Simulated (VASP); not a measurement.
# SiO2 in VASP: further runs, part 2 of 2

VASP 6.6.1.

**4. Single point, PBE (uniaxial x strain +1.0%)**

Input file INCAR:

```
  PREC = Accurate
  ENCUT = 520
  EDIFF = 1E-7
  ISMEAR = -1
  SIGMA = 0.02
  LREAL = False
  LASPH = True
  NELM = 100
  ALGO = Normal
  ISIF = 2
  LWAVE = False
  LCHARG = True
  GGA = PE
  LELF = True
  LVHAR = True
  NBANDS = 15
```

Input file KPOINTS:

```
regular mesh
0
Gamma
  10 10 10
```

Input file POSCAR:

```
SiO2
1.0
    0.0000000000      2.2641691115      2.2641691115
    2.2874900533      0.0000000000      2.2641691115
    2.2874900533      2.2641691115      0.0000000000
Si O
1 2
Direct
    0.0000000000      0.0000000000      0.0000000000
    0.2500000000      0.2500000000      0.2500000000
    0.7500000000      0.7500000000      0.7500000000
```

Potentials or basis: VASP PAW PBE potentials, release 64 (Si, O).

On the command line:

```console
> cat potpaw_PBE.64/Si/POTCAR potpaw_PBE.64/O/POTCAR > POTCAR
> mpirun -np 1 vasp_std > vasp.out
```

OUTCAR:

```text
PREC = Accurate
   ENCUT = 520
   EDIFF = 1E-7
   ISMEAR = -1
   LREAL = False
   LASPH = True
   NELM = 100
   ISIF = 2
   GGA = PE

 ion  position               nearest neighbor table
   1  0.000  0.000  0.000-   3 1.97   3 1.97   3 1.97   2 1.97   3 1.97   2 1.97   2 1.97   2 1.97

   2  0.250  0.250  0.250-   1 1.97   1 1.97   1 1.97   1 1.97
   3  0.750  0.750  0.750-   1 1.97   1 1.97   1 1.97   1 1.97

  LATTYP: Found a body centered tetragonal cell.
 ALAT       =     3.2020186650
 C/A-ratio  =     1.4287799620

  Lattice vectors:

 A1 = (   2.2874900533,   0.0000000000,   2.2641691115)
 A2 = (   2.2874900533,   0.0000000000,  -2.2641691115)
 A3 = (  -2.2874900533,   2.2641691115,   0.0000000000)

Analysis of symmetry for initial positions (statically):
=====================================================================
 Subroutine PRICEL returns:
 Original cell was already a primitive cell.

 Routine SETGRP: Setting up the symmetry group for a
 body centered tetragonal supercell.

 Subroutine GETGRP returns: Found 16 space group operations
 (whereof 16 operations were pure point group operations)
 out of a pool of 16 trial point group operations.
[... 172 lines left out ...]
  band No.  band energies     occupation
      1     -13.3631      2.00000
      2      -6.5683      2.00000
      3       3.7197      2.00000
      4       3.7197      2.00000
      5       3.7789      2.00000
      6       7.0830      2.00000
      7       7.3285      2.00000
      8       7.3285      2.00000
      9      11.5761      0.00000
     10      15.3919      0.00000
     11      15.3919      0.00000
     12      15.4697      0.00000
     13      21.7821      0.00000
     14      22.0563      0.00000
[... 401 lines left out ...]
      2      -8.3010      2.00000
      3      -0.1333      2.00000
      4       1.8041      2.00000
      5       1.8573      2.00000
      6       7.8491      2.00000
      7       8.0958      2.00000
      8       8.2010      2.00000
      9      12.3154      0.00000
     10      16.6332      0.00000
     11      20.5473      0.00000
     12      20.6301      0.00000
     13      21.8523      0.00000
     14      25.0126      0.00000
     15      29.0419      0.00000

 [... further k-points ...]
[... 5 lines left out ...]
  --------------------------------------------------------------------------------------
  -------------------------------------------------------------------------------------
  Total        0.0074394      1.5898802      1.5898802      0.0000000      0.0000000      0.0000000
  in kB        0.5082056    108.6095564    108.6095564      0.0000000      0.0000000      0.0000000
  external PRESSURE =      72.5757728 kB  Pullay stress =       0.0000000 kB

 VOLUME and BASIS-vectors are now :
 -----------------------------------------------------------------------------
  energy-cutoff  :      520.00
  volume of cell :       23.45
      direct lattice vectors                 reciprocal lattice vectors
     0.000000000  2.264169112  2.264169112    -0.218580185  0.220831561  0.220831561
     2.287490053  0.000000000  2.264169112     0.218580185 -0.220831561  0.220831561
     2.287490053  2.264169112  0.000000000     0.218580185  0.220831561 -0.220831561

 POSITION                                       TOTAL-FORCE (eV/Angst)
 -----------------------------------------------------------------------------------
      0.00000      0.00000      0.00000         0.000000      0.000000     -0.000000
      1.14375      1.13208      1.13208         0.000000      0.000000      0.000000
      3.43124      3.39625      3.39625        -0.000000     -0.000000     -0.000000
 -----------------------------------------------------------------------------------
    total drift:                                0.000000      0.000000      0.000000

  FREE ENERGIE OF THE ION-ELECTRON SYSTEM (eV)
  ---------------------------------------------------
  free  energy   TOTEN  =       -19.9095092150 eV

  energy  without entropy=      -19.9095092149  energy(sigma->0) =      -19.90950921
```

stdout:

```text
POSCAR found type information on POSCAR SiO
 POSCAR found :  2 types and       3 ions
 scaLAPACK will be used
 LDA part: xc-table for (Slater+PW92), standard interpolation
 POSCAR, INCAR and KPOINTS ok, starting setup
 FFT: planning ... GRIDC
 FFT: planning ... GRID_SOFT
 FFT: planning ... GRID
 WAVECAR not read
 entering main loop
```

Run time: 11 s. Hardware: 1 thread of Intel Xeon 6975P-C (Granite Rapids), shared host; peak memory 0.15 GiB.

Results:

```
Free energy            : -19.9095 eV
Pressure               : 7.3 GPa
Band gap on the k mesh : 1.94 eV, direct
```

Stress tensor (GPa, compression positive):
```
 0.05  0.00  0.00
 0.00 10.86  0.00
 0.00  0.00 10.86
```

Caveat: the cell differs from its parent crystal (uniaxial x strain +1.0%). A k mesh can miss the band edges.

**5. Single point, r2SCAN (uniaxial x strain +1.0%)**

POSCAR is that of step 4.

Input file INCAR.step1:

```
ALGO = Normal ; EDIFF = 1E-4
ENCUT = 520 ; GGA = PE
ISMEAR = 0 ; LASPH = True
LCHARG = False ; LREAL = False
LWAVE = True ; NBANDS = 15
NELM = 100 ; PREC = Accurate
SIGMA = 0.01
```

Input file INCAR.step2:

```
ALGO = Normal ; EDIFF = 1E-6
ENCUT = 520 ; ISIF = 2
ISMEAR = 0 ; ISTART = 1
LASPH = True ; LCHARG = False
LMIXTAU = True ; LREAL = False
LWAVE = False ; METAGGA = R2SCAN
NBANDS = 15 ; NELM = 100
PREC = Accurate ; SIGMA = 0.01
```

Input file KPOINTS:

```
k-points
0
Gamma
  10 10 10
```

On the command line:

```console
> cat potpaw_PBE.64/Si/POTCAR potpaw_PBE.64/O/POTCAR > POTCAR
> cp INCAR.step1 INCAR
> mpirun -np 1 vasp_std > vasp.out
> cp INCAR.step2 INCAR
> mpirun -np 1 vasp_std > vasp.out
```

Run time: 33 s. Hardware: 1 thread of Intel Xeon 6975P-C (Granite Rapids), shared host; peak memory 0.15 GiB.

Results (log left out):

* Free energy: -25.7731 eV
* Pressure: -2.5 GPa
* Band gap on the k mesh: 2.55 eV, direct

Stress tensor (GPa, compression positive):
```
-10.01   0.00   0.00
  0.00   1.30   0.00
  0.00   0.00   1.30
```

Levels at points of the mesh, in eV from the valence-band top:
```
           k point  band 6  band 7  band 8  band 9  band 10  band 11
(0.00, 0.00, 0.00)   -2.56   -2.30   -2.30    2.72     6.58     6.58
(0.50, 0.00, 0.00)   -5.25   -4.67   -4.62    6.69    10.44    10.88
(0.50, 0.50, 0.00)   -1.21   -0.99    0.00    2.55     8.92    11.97
(0.00, 0.50, 0.50)   -1.05   -1.05   -0.14    2.74     9.08    11.92
```

Caveat: the cell differs from its parent crystal (uniaxial x strain +1.0%); the PAW data sets were made with another functional, which shifts forces and pressure a little. A k mesh can miss the band edges.

**6. Overview**

| level | cell | smearing | gap on the mesh (eV) | pressure (GPa) |
| --- | --- | --- | --- | --- |
| PBE | a = 3.213 Å, angles 60.0°, 3 atoms | fermi-dirac 0.02 eV | 2.04 | 7.2 |
| r2SCAN | a = 3.213 Å, angles 60.0°, 3 atoms | gaussian 0.01 eV | 2.66 | -2.6 |
| PBE | a = 3.202, b = 3.219, c = 3.219 Å, angles 59.7, 60.2, 60.2°, 3 atoms | fermi-dirac 0.02 eV | 1.94 | 7.3 |
| r2SCAN | a = 3.202, b = 3.219, c = 3.219 Å, angles 59.7, 60.2, 60.2°, 3 atoms | gaussian 0.01 eV | 2.55 | -2.5 |

Alike in all rows: task single point; potentials or basis VASP PAW PBE potentials, release 64 (Si, O); no spin polarisation; k mesh 10 × 10 × 10; cutoff (eV) 520.

Caveats: the PAW data sets were made with another functional, which shifts forces and pressure a little (some runs).

Absolute energies hang on the potentials; compare differences alone.
